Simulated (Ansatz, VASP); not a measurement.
Sn in VASP and in Ansatz

Contents of POSCAR:

```
Sn
1.0
    0.0000000000      3.5258469821      2.7501606460
    3.5258469821      0.0000000000      2.7501606460
    3.5258469821      3.5258469821      0.0000000000
Sn
2
Direct
    0.5000000000      0.5000000000      0.5000000000
    0.7500000000      0.7500000000      0.7500000000
```

INCAR.step1

```
PREC = Accurate ; ENCUT = 520
ISMEAR = 0 ; SIGMA = 0.15
LREAL = F ; LASPH = T
NELM = 80 ; NBANDS = 21
GGA = PE ; ALGO = Normal
EDIFF = 1E-4 ; LWAVE = T
LCHARG = F
```

INCAR.step2

```
PREC = Accurate ; ENCUT = 520
EDIFF = 1E-7 ; ISMEAR = 0
SIGMA = 0.15 ; LREAL = F
LASPH = T ; NELM = 80
ALGO = Normal ; ISIF = 2
LWAVE = F ; LCHARG = F
METAGGA = R2SCAN ; LMIXTAU = T
NBANDS = 21 ; ISTART = 1
```

Contents of KPOINTS:

```
regular mesh
0
Gamma
  10 10 10
```

Input for Ansatz:

```yaml
crystal:
  lattice:
    - [0.0, 3.5258469821, 2.750160646]
    - [3.5258469821, 0.0, 2.750160646]
    - [3.5258469821, 3.5258469821, 0.0]
  atoms:
    - { symbol: Sn, position: [0.5, 0.5, 0.5] }
    - { symbol: Sn, position: [0.75, 0.75, 0.75] }
basis:
  ecutwfc: 500
kpoints:
  mp_grid: { grid: [10, 10, 10] }
hamiltonian:
  xc: r2scan
scf:
  occupations: { method: gaussian, width: 0.15 }
output:
  forces: true
  stress: true
  eigenvalues: true
```

Alike in both runs: task single point; functional r2SCAN; k mesh 10 × 10 × 10; occupations gaussian, width 0.15 eV; no spin polarisation.

|  | VASP | Ansatz |
| --- | --- | --- |
| version | VASP 6.6.1 | Ansatz 0.2.0 |
| potentials or method | VASP PAW PBE potentials, release 64 (Sn_d), cutoff 520 eV | scalar-relativistic, plane waves, PAW |
| valence electrons in the cell | 28 | 28 |

```tsv
	VASP	Ansatz	Ansatz less VASP
gap on the k mesh at the Fermi level (eV)	none	none	-
pressure (GPa)	0.7	0.7	+0.03
traceless stress, the component that is largest in VASP (GPa)	2.97	2.98	+0.008
```

VASP's potentials were made for PBE, not for r2SCAN. A gap of «none» marks a metal or a gap that the smearing closes.
